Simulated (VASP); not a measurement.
A run of VASP 6.6.1 is set up as follows.

INCAR

```
SYSTEM = Mg4Ti3N4
PREC = Accurate ; ENCUT = 600
EDIFF = 1E-6 ; ISMEAR = 0
SIGMA = 0.1 ; LREAL = .FALSE.
LASPH = .TRUE. ; NELM = 150
ALGO = Fast ; ISIF = 3
LWAVE = .FALSE. ; LCHARG = .FALSE.
ISPIN = 2 ; MAGMOM = 0 0 0 0 -1 1 1 0 0 0 0
LORBIT = 11 ; LMAXMIX = 4
GGA = PE ; IBRION = 2
NSW = 90 ; EDIFFG = -0.04
```

File KPOINTS:

```
regular mesh
0
G
  4 4 4
  0 0 0
```

File POSCAR:

```
Mg4Ti3N4
1.0
    5.1209972500      0.0000000000      0.0000000000
    0.0000000000      5.1209972500      0.0000000000
    0.0000000000      0.0000000000      5.1209972500
Mg Ti N
4 3 4
Direct
    0.2917000000      0.2917000000      0.2917000000
    0.2917000000      0.7083000000      0.7083000000
    0.7083000000      0.2917000000      0.7083000000
    0.7083000000      0.7083000000      0.2917000000
    0.0000000000      0.0000000000      0.5000000000
    0.5000000000      0.0000000000      0.0000000000
    0.0000000000      0.5000000000      0.0000000000
    0.2456870000      0.2456870000      0.7543130000
    0.7543130000      0.7543130000      0.7543130000
    0.2456870000      0.7543130000      0.2456870000
    0.7543130000      0.2456870000      0.2456870000
```

Potentials or basis: VASP PAW PBE potentials, release 64 (Mg, Ti_sv, N).

Command:

```bash
$ cat potpaw_PBE.64/Mg/POTCAR potpaw_PBE.64/Ti_sv/POTCAR potpaw_PBE.64/N/POTCAR > POTCAR
$ mpirun -np 1 vasp_std > vasp.out
```

Q: Predict the net moment.

A: 0.00 μB per cell.

Q: Estimate the relaxed volume.

A: 13.21 Å³/atom.

Forces on the atoms (eV/Å):
```
Mg  -0.011 -0.011 -0.010
Mg  -0.011  0.011  0.010
Mg   0.011 -0.011  0.010
Mg   0.011  0.011 -0.010
Ti   0.000  0.000  0.000
Ti   0.000  0.000  0.000
Ti   0.000  0.000  0.000
N    0.013  0.013 -0.013
N   -0.013 -0.013 -0.013
N    0.013 -0.013  0.013
N   -0.013  0.013  0.013
```
